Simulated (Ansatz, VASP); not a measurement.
# BN: VASP beside Ansatz

```
B N
1.0
     2.39703    0.00000    0.00000
    -1.19851    2.15498    0.00000
     0.00000    0.00000    7.20975
B N
2 2
Direct
  0.32817 0.65634 0.25000
  0.67183 0.34366 0.75000
  0.34163 0.68326 0.75000
  0.65837 0.31674 0.25000
```

Change from the starting cell: normal strain along x -0.0367, normal strain along z +0.1100.

Alike in both runs: functional LDA; k mesh 12 × 12 × 4; occupations gaussian, width 0.05 eV; no spin polarisation.

Ansatz relaxed the structure, and its values are those at the end. VASP's run is a single point on that final structure, the one shown.

|  | VASP | Ansatz |
| --- | --- | --- |
| version | VASP 6.6.1 | Ansatz 0.2.0 |
| potentials or method | VASP PAW LDA potentials, release 64 (B, N), cutoff 520 eV | scalar-relativistic, plane waves, PAW |
| valence electrons in the cell | 16 | 16 |

|  | VASP | Ansatz | Ansatz less VASP |
| --- | --- | --- | --- |
| gap on the k mesh at the Fermi level (eV) | 4.16 | 4.17 | +0.013 |
| least direct gap on the mesh (eV) | 4.71 | 4.71 | +0.006 |
| pressure (GPa) | 13.9 | 13.3 | -0.58 |
| rms of the force components (eV/Å) | 0.003 | 0.005 | +0.0020 |

Ansatz warns that its potentials were made for another functional, while VASP's fit it. LDA's correlation is that of Perdew and Zunger in VASP and of Perdew and Wang (1992) in Ansatz. Ansatz's warnings: stress scf threshold loose.
